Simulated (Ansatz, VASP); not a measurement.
Two plane-wave programs on SrAlO4

```xyz
6
Lattice="3.6428 0.0000 0.0000 0.0000 3.6428 0.0000 0.0000 0.0000 5.9168" Properties=species:S:1:pos:R:3 pbc="T T T"
Sr    1.8214    1.8214    2.9584
Al    0.0000    0.0000    0.0000
O     0.0000    0.0000    3.9881
O     1.8214    0.0000    0.0000
O     0.0000    1.8214    0.0000
O     0.0000    0.0000    1.9287
```

Alike in both runs: functional PBE; k mesh 10 × 10 × 6; occupations gaussian, width 0.1 eV; collinear spin.

Ansatz relaxed the structure, and its values are those at the end. VASP's run is a single point on that final structure, the one shown.

```csv
,VASP,Ansatz
version,VASP 6.6.1,Ansatz 0.2.0
potentials or method,"VASP PAW PBE potentials, release 64 (Sr_sv, Al, O), cutoff 520 eV","scalar-relativistic, plane waves, PAW"
valence electrons in the cell,37,37
```

```tsv
	VASP	Ansatz	Ansatz less VASP
gap on the k mesh at the Fermi level (eV)	none	none	-
pressure (GPa)	0.0	0.0	-0.04
rms of the force components (eV/Å)	0.003	0.000	-0.0031
net moment per atom (μB)	0.50	0.50	0.000
size of the moment on the site where the two differ most (μB)	0.63	0.66	+0.028
```

Site moments also hang on the region over which each program counts them. A gap of «none» marks a metal or a gap that the smearing closes.
